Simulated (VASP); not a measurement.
Write the native input for VASP 6.6.1 that does the following.

| Property | Result |
| --- | --- |
| Task | single point |
| Functional | PBE |
| Potentials or basis | VASP PAW PBE potentials, release 64 (Sn_d, Mg) |
| Cutoff | 600 eV |
| k mesh | 5 × 5 × 5 |
| Occupations | gaussian, width 0.025 eV |
| Spin | no spin polarisation |
| Dipole correction | no |
| Further INCAR settings | ALGO = Normal; EDIFF = 1e-06; NBANDS = 16 |

The structure of Mg2Sn lies in POSCAR:

```
Mg2Sn
1.0
    0.0000000000      3.4084570000      3.4084570000
    3.4084570000      0.0000000000      3.4084570000
    3.4084570000      3.4084570000      0.0000000000
Sn Mg
1 2
Direct
    0.0000000000      0.0000000000      0.0000000000
    0.2500000000      0.2500000000      0.2500000000
    0.7500000000      0.7500000000      0.7500000000
```

These files were run (other wordings do the same):

INCAR

```
PREC = Accurate
ENCUT = 600
EDIFF = 1E-6
ISMEAR = 0
SIGMA = 0.025
LREAL = False
LASPH = True
NELM = 120
ALGO = Normal
ISIF = 2
LWAVE = False
LCHARG = True
GGA = PE
LELF = True
LVHAR = True
NBANDS = 16
GGA_COMPAT = False
```

KPOINTS

```
Automatic mesh
0
Gamma
  5 5 5
```

Potentials or basis: VASP PAW PBE potentials, release 64 (Sn_d, Mg).

Launch:

```bash
$ cat potpaw_PBE.64/Sn_d/POTCAR potpaw_PBE.64/Mg/POTCAR > POTCAR
$ mpirun -np 1 vasp_std > vasp.out
```

It gave:

```json
{
 "Pressure": "0.0 GPa",
 "Band gap on the k mesh": "zero (bands 9 and 10 overlap by 0.08 eV)"
}
```

Caveat: spin-orbit coupling is left out, which moves the levels of the heavy elements.

It took 37 s on 1 thread of Intel Xeon 8259CL, on a shared host, peak memory 0.24 GiB.
